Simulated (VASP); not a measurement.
Si47C48 (a cell with a defect), 95 atoms in the cell. The cell holds a defect, 95 atoms: a = 9.234 Å, b = 10.663 Å, c = 10.076 Å, α = 90.00°, β = 90.00°, γ = 90.00°. 

| Quantity | Value |
| --- | --- |
| Program | VASP 6.6.1 |
| Task | single point |
| Functional | PBEsol |
| Potentials or basis | VASP PAW PBE potentials, release 64 (Si, C) |
| Cutoff | 520 eV |
| k mesh | 1 × 1 × 1 |
| Occupations | fermi-dirac, width 0.05 eV |
| Spin | collinear spin |
| Dipole correction | no |
| Further INCAR settings | LREAL = Auto; ALGO = Normal; EDIFF = 1e-06; NBANDS = 247 |

Potentials or basis: VASP PAW PBE potentials, release 64 (Si, C).

Command:

```console
$ cat potpaw_PBE.64/Si/POTCAR potpaw_PBE.64/C/POTCAR > POTCAR
$ mpirun -np 1 vasp_gam > vasp.out
```

Hardware: 1 thread of AMD EPYC 7R43 64-Core Processor (Zen 3) (shared host).

Q: How long does it take, and how much memory?

A: Wall time 14 min on 1 thread of AMD EPYC 7R43 64-Core Processor (Zen 3) (shared host), peak memory 1.2 GiB. Counts: scf iterations 18, k points 1.
